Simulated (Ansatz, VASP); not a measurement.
**Two plane-wave programs on Cu**

```xyz
1
Lattice="-1.4487 1.4487 1.4281 1.4487 -1.4487 1.4281 1.4487 1.4487 -1.4281" Properties=species:S:1:pos:R:3 pbc="T T T"
Cu    0.0000    0.0000    0.0000
```

Alike in both runs: task single point; functional PBE; k mesh 22 × 22 × 22; occupations gaussian, width 0.15 eV; no spin polarisation.

|  | VASP | Ansatz |
| --- | --- | --- |
| version | VASP 6.6.1 | Ansatz 0.2.0 |
| potentials or method | VASP PAW PBE potentials, release 64 (Cu_sv_GW), cutoff 820 eV | scalar-relativistic, plane waves, PAW |
| valence electrons in the cell | 19 | 19 |

Ansatz gave:

```
gap on the k mesh at the Fermi level (eV)                     : none
pressure (GPa)                                                : 0.1
traceless stress, the component that is largest in VASP (GPa) : -0.16
```

**Question.** What did VASP give for the same quantities?

**Answer.** gap on the k mesh at the Fermi level (eV): none; pressure (GPa): -0.6; traceless stress, the component that is largest in VASP (GPa): -0.16.

A gap of «none» marks a metal or a gap that the smearing closes. With one functional, cell and mesh, what is left measures potentials, basis and numerics.
